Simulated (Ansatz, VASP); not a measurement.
**MgO: VASP beside Ansatz**

The input POSCAR:

```
MgO
1.0
    0.0000000000      2.1085000000      2.1085000000
    2.1085000000      0.0000000000      2.1085000000
    2.1085000000      2.1085000000      0.0000000000
Mg O
1 1
Direct
    0.0000000000      0.0000000000      0.0000000000
    0.5000000000      0.5000000000      0.5000000000
```

File INCAR.step1:

```
SYSTEM = MgO
ALGO = Normal
EDIFF = 1E-4
ENCUT = 520
GGA = PE
ISMEAR = 0
LASPH = .True.
LCHARG = .False.
LREAL = .False.
LWAVE = .True.
NBANDS = 11
NELM = 80
PREC = Accurate
SIGMA = 0.02
```

Contents of INCAR.step2:

```
SYSTEM = MgO
ALGO = Normal
EDIFF = 1E-6
ENCUT = 520
ISIF = 2
ISMEAR = 0
ISTART = 1
LASPH = .True.
LCHARG = .True.
LELF = .True.
LMIXTAU = .True.
LREAL = .False.
LVHAR = .True.
LWAVE = .False.
METAGGA = R2SCAN
NBANDS = 11
NELM = 80
PREC = Accurate
SIGMA = 0.02
```

The input KPOINTS:

```
k-points
0
Gamma
  10 10 10
  0 0 0
```

Input for Ansatz:

```yaml
crystal:
  lattice:
    - [0.0, 2.1085, 2.1085]
    - [2.1085, 0.0, 2.1085]
    - [2.1085, 2.1085, 0.0]
  atoms:
    - { symbol: Mg, position: [0.0, 0.0, 0.0] }
    - { symbol: O, position: [0.5, 0.5, 0.5] }
basis:
  ecutwfc: 500
kpoints:
  mp_grid: { grid: [10, 10, 10] }
hamiltonian:
  xc: r2scan
scf:
  occupations: { method: gaussian, width: 0.02 }
output:
  forces: true
  stress: true
  eigenvalues: true
  populations: true
  write_density: true
  write_potential: true
  elf: true
  volumetric_format: npy
```

Alike in both runs: task single point; functional r2SCAN; k mesh 10 × 10 × 10; occupations gaussian, width 0.02 eV; no spin polarisation.

```csv
,VASP,Ansatz
version,VASP 6.6.1,Ansatz 0.2.0
potentials or method,"VASP PAW PBE potentials, release 64 (Mg, O), cutoff 520 eV","scalar-relativistic, plane waves, PAW"
valence electrons in the cell,8,16
```

|  | VASP | Ansatz | Ansatz less VASP |
| --- | --- | --- | --- |
| gap on the k mesh at the Fermi level (eV) | 5.57 | 5.59 | +0.024 |
| least direct gap on the mesh (eV) | 5.57 | 5.59 | +0.024 |
| pressure (GPa) | -2.6 | -1.5 | +1.15 |

VASP's potentials were made for PBE, not for r2SCAN. With one functional, cell and mesh, what is left measures potentials, basis and numerics. VASP's potentials hold 8 valence electrons a cell and Ansatz's 16, so a difference there can come from the potentials and not from the codes.
